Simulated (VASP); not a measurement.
Here is a VASP 6.6.1 calculation.

File POSCAR:

```
Re
1.0
    2.5517514084      0.0000000000      0.0000000000
    0.0000000000      2.5517514084      0.0000000000
    0.0000000000      0.0000000000      2.5517514084
Re
1
Direct
    0.0000000000      0.0000000000      0.0000000000
```

INCAR.step1

```
SYSTEM = Re
  PREC = Accurate
  ENCUT = 600
  ISMEAR = 0
  SIGMA = 0.1
  LREAL = .False.
  LASPH = .True.
  NELM = 100
  GGA = PE
  ALGO = Normal
  EDIFF = 1E-4
  LWAVE = .True.
  LCHARG = .False.
```

Contents of INCAR.step2:

```
SYSTEM = Re
  PREC = Accurate
  ENCUT = 600
  EDIFF = 1E-6
  ISMEAR = 0
  SIGMA = 0.1
  LREAL = .False.
  LASPH = .True.
  NELM = 100
  ALGO = Normal
  ISIF = 3
  LWAVE = .False.
  LCHARG = .False.
  METAGGA = R2SCAN
  LMIXTAU = .True.
  IBRION = 2
  NSW = 100
  EDIFFG = -0.01
  ISTART = 1
```

KPOINTS

```
regular mesh
0
Gamma
  22 22 22
  0 0 0
```

Potentials or basis: VASP PAW PBE potentials, release 64 (Re).

The run is started by

```sh
$ cat potpaw_PBE.64/Re/POTCAR > POTCAR
$ cp INCAR.step1 INCAR
$ mpirun -np 1 vasp_std > vasp.out
$ cp INCAR.step2 INCAR
$ mpirun -np 1 vasp_std > vasp.out
```

**Question.** What does it give for the space group after relaxing (to 0.1 Å)?

**Answer.** Pm-3m (No. 221).

**Question.** Predict the relaxed volume.

**Answer.** 16.77 Å³/atom.

**Question.** What does it give for the band gap on the k mesh?

**Answer.** Zero (an odd number of electrons rules out a gap without spin polarisation).

Final structure:
```
CELL_PARAMETERS angstrom
2.55976 0.00000 0.00000
0.00000 2.55976 0.00000
0.00000 0.00000 2.55976
ATOMIC_POSITIONS crystal
Re 0.00000 0.00000 0.00000
```

Caveat: the PAW data sets were made with another functional, which shifts forces and pressure a little; spin-orbit coupling is left out, which moves the levels of the heavy elements.
